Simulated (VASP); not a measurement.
# ZnS (P6_3mc) in VASP: a series of runs

ZnS is run at these levels: r2SCAN; tasks: single point.

Everything below comes from runs of VASP 6.6.1. Logs are shortened: lines on timing, memory, paths and dates and some standing lists are left out, and cuts for length are marked.

## Step 1: The cell of the first run

The structure is hexagonal, space group P6_3mc (No. 186). Conventional cell: a = 3.807 Å, b = 3.807 Å, c = 6.247 Å, α = 90.00°, β = 90.00°, γ = 120.00°. Within 2.9 Å of Zn (site symmetry 3m) lie 4 S at 2.22 to 2.81 Å. Within 2.9 Å of S (site symmetry 3m) lie 4 Zn at 2.22 to 2.81 Å.

## Step 2: Single point, r2SCAN (atoms moved along the polar distortion)

POSCAR

```
ZnS
1.0
    3.8068031196      0.0000000000      0.0000000000
   -1.9034015598      3.2967882088      0.0000000000
    0.0000000000      0.0000000000      6.2465812868
Zn S
2 2
Direct
    0.3333333333      0.6666666667     -0.0373567344
    0.6666666667      0.3333333333      0.4626432656
    0.3333333333      0.6666666667      0.4123567344
    0.6666666667      0.3333333333      0.9123567344
```

INCAR.step1

```
SYSTEM = ZnS
PREC = Accurate
ENCUT = 520
ISMEAR = 0
SIGMA = 0.01
LREAL = .False.
LASPH = .True.
NELM = 80
NBANDS = 26
GGA = PE
ALGO = Normal
EDIFF = 1E-4
LWAVE = .True.
LCHARG = .False.
```

INCAR.step2

```
SYSTEM = ZnS
PREC = Accurate
ENCUT = 520
EDIFF = 1E-7
ISMEAR = 0
SIGMA = 0.01
LREAL = .False.
LASPH = .True.
NELM = 80
ALGO = Normal
ISIF = 2
LWAVE = .False.
LCHARG = .False.
METAGGA = R2SCAN
LMIXTAU = .True.
NBANDS = 26
ISTART = 1
```

KPOINTS

```
regular mesh
0
Gamma
  9 9 6
  0 0 0
```

Potentials or basis: VASP PAW PBE potentials, release 64 (Zn, S).

The run is started by

```console
> cat potpaw_PBE.64/Zn/POTCAR potpaw_PBE.64/S/POTCAR > POTCAR
> cp INCAR.step1 INCAR
> mpirun -np 1 vasp_std > vasp.out
> cp INCAR.step2 INCAR
> mpirun -np 1 vasp_std > vasp.out
```

OUTCAR:

```text
SYSTEM = ZnS
   PREC = Accurate
   ENCUT = 520
   EDIFF = 1E-7
   ISMEAR = 0
   LREAL = .False.
   LASPH = .True.
   NELM = 80
   ISIF = 2
   METAGGA = R2SCAN
   ISTART = 1

 ion  position               nearest neighbor table
   1  0.333  0.667  0.963-   4 2.22   4 2.22   4 2.22   3 2.81
   2  0.667  0.333  0.463-   3 2.22   3 2.22   3 2.22   4 2.81
   3  0.333  0.667  0.412-   2 2.22   2 2.22   2 2.22   1 2.81
   4  0.667  0.333  0.912-   1 2.22   1 2.22   1 2.22   2 2.81

  LATTYP: Found a hexagonal cell.
 ALAT       =     3.8068031196
 C/A-ratio  =     1.6408994872

  Lattice vectors:

 A1 = (   3.8068031196,   0.0000000000,   0.0000000000)
 A2 = (  -1.9034015598,   3.2967882088,   0.0000000000)
 A3 = (   0.0000000000,   0.0000000000,   6.2465812868)

Analysis of symmetry for initial positions (statically):
=====================================================================
 Subroutine PRICEL returns:
 Original cell was already a primitive cell.

 Routine SETGRP: Setting up the symmetry group for a
 hexagonal supercell.

 Subroutine GETGRP returns: Found 12 space group operations
 (whereof  6 operations were pure point group operations)
 out of a pool of 24 trial point group operations.

The static configuration has the point symmetry C_3v.
 The point group associated with its full space group is C_6v.

Analysis of symmetry for dynamics (positions and initial velocities):
=====================================================================
 Subroutine PRICEL returns:
 Original cell was already a primitive cell.

 Routine SETGRP: Setting up the symmetry group for a
 hexagonal supercell.

 Subroutine GETGRP returns: Found 12 space group operations
 (whereof  6 operations were pure point group operations)
 out of a pool of 24 trial point group operations.

The dynamic configuration has the point symmetry C_3v.
 The point group associated with its full space group is C_6v.

 Subroutine INISYM returns: Found 12 space group operations
 (whereof  6 operations are pure point group operations),
 and found     1 'primitive' translations

----------------------------------------------------------------------------------------

                                     Primitive cell

  volume of cell :      78.3960

  direct lattice vectors                    reciprocal lattice vectors
     3.806803120  0.000000000  0.000000000     0.262687607  0.151662760  0.000000000
    -1.903401560  3.296788209  0.000000000     0.000000000  0.303325521  0.000000000
     0.000000000  0.000000000  6.246581287     0.000000000  0.000000000  0.160087567

  length of vectors
     3.806803120  3.806803120  6.246581287     0.303325521  0.303325521  0.160087567

  position of ions in fractional coordinates (direct lattice)
     0.333333333  0.666666667  0.962643266
     0.666666667  0.333333333  0.462643266
     0.333333333  0.666666667  0.412356734
     0.666666667  0.333333333  0.912356734

  ion indices of the primitive-cell ions
   primitive index   ion index
                 1           1
                 2           2
                 3           3
                 4           4

----------------------------------------------------------------------------------------

 KPOINTS: regular mesh

Automatic generation of k-mesh.
 Grid dimensions read from file:
 generate k-points for:    9    9    6

 Generating k-lattice:

  Cartesian coordinates                     Fractional coordinates (reciprocal lattice)
     0.029187512  0.016851418  0.000000000     0.111111111  0.000000000  0.000000000
     0.000000000  0.033702836  0.000000000     0.000000000  0.111111111  0.000000000
     0.000000000  0.000000000  0.026681261     0.000000000  0.000000000  0.166666667

  Length of vectors
     0.033702836  0.033702836  0.026681261

  Shift w.r.t. Gamma in fractional coordinates (k-lattice)
     0.000000000  0.000000000  0.000000000

 Subroutine IBZKPT returns following result:
 ===========================================

 Found     48 irreducible k-points:

 Following reciprocal coordinates:
            Coordinates               Weight
  0.000000  0.000000  0.000000      1.000000
  0.111111  0.000000  0.000000      6.000000
  0.222222  0.000000  0.000000      6.000000
  0.333333  0.000000  0.000000      6.000000
  0.444444  0.000000  0.000000      6.000000
  0.111111  0.111111  0.000000      6.000000
[... 16 lines left out ...]
  0.333333  0.222222  0.166667     24.000000
  0.333333  0.333333  0.166667      4.000000
 [... further k-points ...]
   k-points           NKPTS =     48   k-points in BZ     NKDIM =     48   number of bands    NBANDS=     26
   number of dos      NEDOS =    301   number of ions     NIONS =      4
   total plane-waves  NPLWV =  37632
   dimension x,y,z NGX =    28 NGY =   28 NGZ =   48
   dimension x,y,z NGXF=    56 NGYF=   56 NGZF=   96
   ions per type =               2   2
   NGX,Y,Z   is equivalent  to a cutoff of  12.23, 12.23, 12.77 a.u.
   NGXF,Y,Z  is equivalent  to a cutoff of  24.46, 24.46, 25.55 a.u.
 SYSTEM =  ZnS
   PREC   = accura    normal or accurate (medium, high low for compatibility)
   ISTART =      1    job   : 0-new  1-cont  2-samecut
   ICHARG =      0    charge: 1-file 2-atom 10-const
   ISPIN  =      1    spin polarized calculation?
   LNONCOLLINEAR =      F non collinear calculations
   LSORBIT =      F    spin-orbit coupling
   LASPH  =      T    aspherical Exc in radial PAW
   ENCUT  =  520.0 eV  38.22 Ry    6.18 a.u.   7.08  7.08 11.61*2*pi/ulx,y,z
   NELM   =     80;   NELMIN=  2; NELMDL=  0     # of ELM steps
   EDIFF  = 0.1E-06   stopping-criterion for ELM
   LREAL  =      F    real-space projection
   EDIFFG = 0.1E-05   stopping-criterion for IOM
   NSW    =      0    number of steps for IOM
   IBRION =     -1    ionic relax: 0-MD 1-quasi-New 2-CG
   NFREE  =      0    steps in history (QN), initial steepest desc. (CG)
   ISIF   =      2    stress and relaxation
   ISYM   =      2    0-nonsym 1-usesym 2-fastsym
   POTIM  = 0.5000    time-step for ionic-motion
   TEBEG  =    0.0;   TEEND  =   0.0 temperature during run
   PSTRESS=    0.0 pullay stress
   NELECT =      36.0000    total number of electrons
   NUPDOWN=      -1.0000    fix difference up-down
   EMIN   =  10.00;   EMAX   =-10.00  energy-range for DOS
   EFERMI =   0.00;   METHOD = LEGACY
   ISMEAR =     0;   SIGMA  =   0.01  broadening in eV -4-tet -1-fermi 0-gaus
   EFERMI_NEDOS =   21; number of points for ismear=-14 and -15
   IALGO  =     38    algorithm
   IMIX   =      4    mixing-type and parameters
     AMIX     =   0.40;   BMIX     =  1.00
     AMIX_MAG =   1.60;   BMIX_MAG =  1.00
  volume/ion in A,a.u.               =      19.60       132.26
  Fermi-wavevector in a.u.,A,eV,Ry     =   1.263022  2.386766 21.704361  1.595226
  Thomas-Fermi vector in A             =   2.396401
   LORBIT       =      0    0 simple, 1 ext, 2 COOP (PROOUT), +10 PAW based schemes
   METAGGA = R2SCAN    functional components
   LHFCALC =     F    Hartree Fock is set to
   AEXX    =    0.0000 exact exchange contribution
   IVDW    =     0    specifies the selected vdW correction
   LEPSILON=     F    determine dielectric tensor
   LRPA    =     F    only Hartree local field effects (RPA)
 non-spin polarized calculation
 Gauss-broadening in eV      SIGMA  =   0.01
  energy-cutoff  :      520.00
  volume of cell :       78.40
 maximum number of plane-waves:      2130
   NGX = 15   NGY = 15   NGZ = 23

 number of electron      35.9999992 magnetization

 Free energy of the ion-electron system (eV)
  ---------------------------------------------------
  ext. energy  EPLUGINS =         0.00000000
  ---------------------------------------------------
  free energy    TOTEN  =       -37.13183014 eV

  energy without entropy =      -37.13183014  energy(sigma->0) =      -37.13183014

 E-fermi :   1.8644     XC(G=0): -10.2834

 val. band max:        1.7883505015   @ k =   0.0000   0.0000   0.0000
 cond. band min:       4.8925359607   @ k =   0.0000   0.0000   0.0000
 fundamental gap:      3.1041854592
 Fermi energy:         1.8644249434

 k-point     1 :       0.0000    0.0000    0.0000
  band No.  band energies     occupation
      1     -11.9604      2.00000
      2     -11.1517      2.00000
      3      -5.0090      2.00000
      4      -5.0089      2.00000
      5      -5.0001      2.00000
      6      -5.0000      2.00000
[... 18 lines left out ...]
     25       9.9226      0.00000
     26      11.7715      0.00000

 k-point     2 :       0.1111    0.0000    0.0000
  band No.  band energies     occupation
      1     -11.8692      2.00000
      2     -11.0892      2.00000
      3      -5.0109      2.00000
      4      -4.9999      2.00000
      5      -4.9717      2.00000
      6      -4.9590      2.00000
[... 18 lines left out ...]
     25      10.0575      0.00000
     26      11.1373      0.00000

 k-point     3 :       0.2222    0.0000    0.0000
  band No.  band energies     occupation
      1     -11.6187      2.00000
      2     -10.9302      2.00000
      3      -5.0068      2.00000
      4      -4.9694      2.00000
      5      -4.8681      2.00000
      6      -4.8533      2.00000
[... 18 lines left out ...]
     25      10.4568      0.00000
     26      11.2726      0.00000

 k-point     4 :       0.3333    0.0000    0.0000
  band No.  band energies     occupation
      1     -11.2841      2.00000
      2     -10.7582      2.00000
      3      -4.9454      2.00000
      4      -4.8791      2.00000
      5      -4.7359      2.00000
      6      -4.7270      2.00000
[... 18 lines left out ...]
     25      10.8759      0.00000
     26      12.5984      0.00000
[... 496 lines left out ...]
      1     -11.0878      2.00000
      2     -10.7221      2.00000
      3      -4.8773      2.00000
      4      -4.8435      2.00000
      5      -4.6564      2.00000
      6      -4.6406      2.00000
[... 18 lines left out ...]
     25      10.4105      0.00000
     26      12.5985      0.00000

 k-point    23 :       0.3333    0.2222    0.1667
  band No.  band energies     occupation
      1     -10.8568      2.00000
      2     -10.6710      2.00000
      3      -4.7537      2.00000
      4      -4.7309      2.00000
      5      -4.5993      2.00000
      6      -4.5528      2.00000
[... 18 lines left out ...]
     25      11.5502      0.00000
     26      13.1869      0.00000

 k-point    24 :       0.3333    0.3333    0.1667
  band No.  band energies     occupation
      1     -10.7152      2.00000
      2     -10.7152      2.00000
      3      -4.6821      2.00000
      4      -4.6821      2.00000
      5      -4.5818      2.00000
      6      -4.5421      2.00000
[... 18 lines left out ...]
     25      12.4694      0.00000
     26      12.8586      0.00000

 [... further k-points ...]
[... 5 lines left out ...]
  --------------------------------------------------------------------------------------
  -------------------------------------------------------------------------------------
  Total        3.2785240      3.2785240     -0.4799318      0.0000000      0.0000000      0.0000000
  in kB       67.0031299     67.0031299     -9.8083576      0.0000000      0.0000000      0.0000000
  external PRESSURE =      41.3993008 kB  Pullay stress =       0.0000000 kB

 VOLUME and BASIS-vectors are now :
 -----------------------------------------------------------------------------
  energy-cutoff  :      520.00
  volume of cell :       78.40
      direct lattice vectors                 reciprocal lattice vectors
     3.806803120  0.000000000  0.000000000     0.262687607  0.151662760  0.000000000
    -1.903401560  3.296788209  0.000000000     0.000000000  0.303325521  0.000000000
     0.000000000  0.000000000  6.246581287     0.000000000  0.000000000  0.160087567

 POSITION                                       TOTAL-FORCE (eV/Angst)
 -----------------------------------------------------------------------------------
     -0.00000      2.19786      6.01323        -0.000000      0.000000      0.695112
      1.90340      1.09893      2.88994         0.000000     -0.000000      0.695112
     -0.00000      2.19786      2.57582        -0.000000      0.000000     -0.695112
      1.90340      1.09893      5.69911        -0.000000      0.000000     -0.695112
 -----------------------------------------------------------------------------------
    total drift:                               -0.000000      0.000000     -0.047417

  FREE ENERGIE OF THE ION-ELECTRON SYSTEM (eV)
  ---------------------------------------------------
  free  energy   TOTEN  =       -37.1318301447 eV

  energy  without entropy=      -37.1318301447  energy(sigma->0) =      -37.13183014
```

It took 7.5 min on 1 thread of Intel Xeon 8259CL, shared host; peak memory 0.25 GiB.

What came out:

```yaml
Free_energy: -37.1318 eV
Pressure: 4.1 GPa
Largest_force: 0.695 eV/Å
Band_gap_on_the_k_mesh: 3.10 eV
```

Forces on the atoms (eV/Å):
```
Zn   0.000  0.000  0.695
Zn   0.000  0.000  0.695
S    0.000  0.000 -0.695
S    0.000  0.000 -0.695
```

Caveat: the cell differs from its parent crystal (atoms moved along the polar distortion); the stress differs along the axes, from -1 to 7 GPa; the PAW data sets were made with another functional, which shifts forces and pressure a little.

## Step 3: Single point, r2SCAN (atoms moved along the polar distortion)

POSCAR

```
ZnS
1.0
    3.8068031196      0.0000000000      0.0000000000
   -1.9034015598      3.2967882088      0.0000000000
    0.0000000000      0.0000000000      6.2465812868
Zn S
2 2
Direct
    0.3333333333      0.6666666667     -0.0467854590
    0.6666666667      0.3333333333      0.4532145410
    0.3333333333      0.6666666667      0.4217854590
    0.6666666667      0.3333333333      0.9217854590
```

INCAR.step1

```
ALGO     = Normal         # electronic algorithm
EDIFF    = 1E-4           # SCF threshold, eV
ENCUT    = 520            # plane-wave cutoff, eV
GGA      = PE             # functional
ISMEAR   = 0              # smearing method
LASPH    = T              # aspherical terms in the spheres
LCHARG   = F              # write CHGCAR
LREAL    = F              # projectors in reciprocal space
LWAVE    = T              # write WAVECAR
NBANDS   = 26             # bands
NELM     = 80             # most SCF steps
PREC     = Accurate       # precision mode
SIGMA    = 0.01           # smearing width, eV
```

INCAR.step2

```
ALGO     = Normal         # electronic algorithm
EDIFF    = 1E-6           # SCF threshold, eV
ENCUT    = 520            # plane-wave cutoff, eV
ISIF     = 2              # what is computed and relaxed
ISMEAR   = 0              # smearing method
ISTART   = 1            
LASPH    = T              # aspherical terms in the spheres
LCHARG   = T              # write CHGCAR
LELF     = T              # ELF
LMIXTAU  = T            
LREAL    = F              # projectors in reciprocal space
LVHAR    = T            
LWAVE    = F              # write WAVECAR
METAGGA  = R2SCAN         # meta-GGA
NBANDS   = 26             # bands
NELM     = 80             # most SCF steps
PREC     = Accurate       # precision mode
SIGMA    = 0.01           # smearing width, eV
```

KPOINTS

```
k-points
0
Gamma
  9 9 6
```

Potentials or basis: VASP PAW PBE potentials, release 64 (Zn, S).

The run is started by

```console
> cat potpaw_PBE.64/Zn/POTCAR potpaw_PBE.64/S/POTCAR > POTCAR
> cp INCAR.step1 INCAR
> mpirun -np 1 vasp_std > vasp.out
> cp INCAR.step2 INCAR
> mpirun -np 1 vasp_std > vasp.out
```

Wall time 5 min (1 thread of Intel Xeon 8259CL, shared host); peak memory 0.25 GiB.

It converged, with:

| Item | Value |
| --- | --- |
| Free energy | -36.9882 eV |
| Pressure | 5.1 GPa |
| Largest force | 0.490 eV/Å |
| Band gap on the k mesh | 3.13 eV |

Forces in eV/Å, atoms in the order of the input:
```
Zn   0.000  0.000  0.490
Zn   0.000  0.000  0.490
S    0.000  0.000 -0.490
S    0.000  0.000 -0.490
```

Stress tensor (GPa, compression positive):
```
 7.82  0.00  0.00
 0.00  7.82  0.00
 0.00  0.00 -0.22
```

Levels at points of the mesh, in eV from the valence-band top:
```
           k point  band 16  band 17  band 18  band 19  band 20  band 21
(0.00, 0.00, 0.00)    -0.02    -0.02     0.00     3.13     3.21     6.79
(0.00, 0.00, 0.50)    -0.30    -0.30    -0.30     3.86     3.86     7.11
```

Caveat: the cell differs from its parent crystal (atoms moved along the polar distortion); the stress differs along the axes, from -0 to 8 GPa; the PAW data sets were made with another functional, which shifts forces and pressure a little. A k mesh can miss the band edges.
